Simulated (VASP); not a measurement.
Input of a VASP 6.6.1 run:

File INCAR:

```
  ALGO = Fast
  EDIFF = 1E-6
  ENCUT = 520
  GGA = PE
  ISIF = 2
  ISMEAR = 0
  LASPH = T
  LCHARG = F
  LREAL = F
  LWAVE = F
  NBANDS = 16
  NELM = 60
  PREC = Accurate
  SIGMA = 0.3
```

File KPOINTS:

```
k-points
0
Gamma
  24 24 24
```

File POSCAR:

```
AlRu
1.0
    3.0051886196      0.0000000000      0.0000000000
    0.0000000000      3.0051886196      0.0000000000
    0.0000000000      0.0000000000      3.0051886196
Ru Al
1 1
Direct
    0.0000000000      0.0000000000      0.0000000000
    0.5000000000      0.5000000000      0.5000000000
```

Potentials or basis: VASP PAW PBE potentials, release 64 (Ru_pv, Al).

Command:

```console
$ cat potpaw_PBE.64/Ru_pv/POTCAR potpaw_PBE.64/Al/POTCAR > POTCAR
$ mpirun -np 1 vasp_std > vasp.out
```

Estimate the pressure.

0.0 GPa.
